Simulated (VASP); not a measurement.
Set up this calculation in VASP 6.6.1, as the native input.

```
Task                   : single point
Functional             : PBEsol
Potentials or basis    : VASP PAW PBE potentials, release 64 (Li_sv, Cu)
Cutoff                 : 520 eV
k mesh                 : 4 × 4 × 4
Occupations            : fermi-dirac, width 0.05 eV
Spin                   : no spin polarisation
Dipole correction      : no
Further INCAR settings : LREAL = Auto; ALGO = Normal; EDIFF = 1e-06; NBANDS = 44
```

The structure of Li16Cu (a cell with a defect) lies in POSCAR:

```
Li16Cu
1.0
    6.9800000000      0.0000000000      0.0000000000
    0.0000000000      6.9800000000      0.0000000000
    0.0000000000      0.0000000000      6.9800000000
Li Cu
16 1
Direct
    0.0159724928      0.0178398281      0.0234989971
    0.4588591691      0.0033691977      0.0021207736
   -0.0016209169      0.4748876791      0.0059876791
   -0.0049720630      0.0018283668      0.4652031519
    0.2479236390      0.2911404011      0.2551713467
    0.4772186246      0.5033230659     -0.0366948424
    0.5922230659     -0.0272991404      0.5996018625
    0.6874583095      0.2344770774      0.2568426934
   -0.0428590258      0.5052528653      0.4837197708
    0.2214176218      0.7126351003      0.2265700573
    0.2488419771      0.2339732092      0.6939795129
    0.5069775072      0.5286475645      0.5143435530
    0.7007775072      0.7653550143      0.2364859599
    0.7650542980      0.2631736390      0.7704699140
    0.2296914040      0.7656744986      0.7088916905
    0.7949795129      0.7372755014      0.8024137536
    0.3598224928     -0.0121189112      0.3672782235
```

One way to write it, as run:

INCAR

```
ALGO = Normal
EDIFF = 1E-6
ENCUT = 520
GGA = PS
ISIF = 2
ISMEAR = -1
LASPH = T
LCHARG = F
LREAL = Auto
LWAVE = F
NBANDS = 44
NELM = 100
PREC = Accurate
SIGMA = 0.05
```

KPOINTS

```
k-points
0
Gamma
  4 4 4
```

Potentials or basis: VASP PAW PBE potentials, release 64 (Li_sv, Cu).

Run with:

```sh
$ cat potpaw_PBE.64/Li_sv/POTCAR potpaw_PBE.64/Cu/POTCAR > POTCAR
$ mpirun -np 1 vasp_std > vasp.out
```

It gave:

```yaml
Largest_force: 0.025 eV/Å
Band_gap_on_the_k_mesh: zero (an odd number of electrons rules out a gap without spin polarisation)
```

Caveat: the PAW data sets were made with another functional, which shifts forces and pressure a little.

Run time: 9.3 min on 1 thread of Intel(R) Xeon(R) Platinum 8488C (Sapphire Rapids) (shared host), peak memory 0.57 GiB.
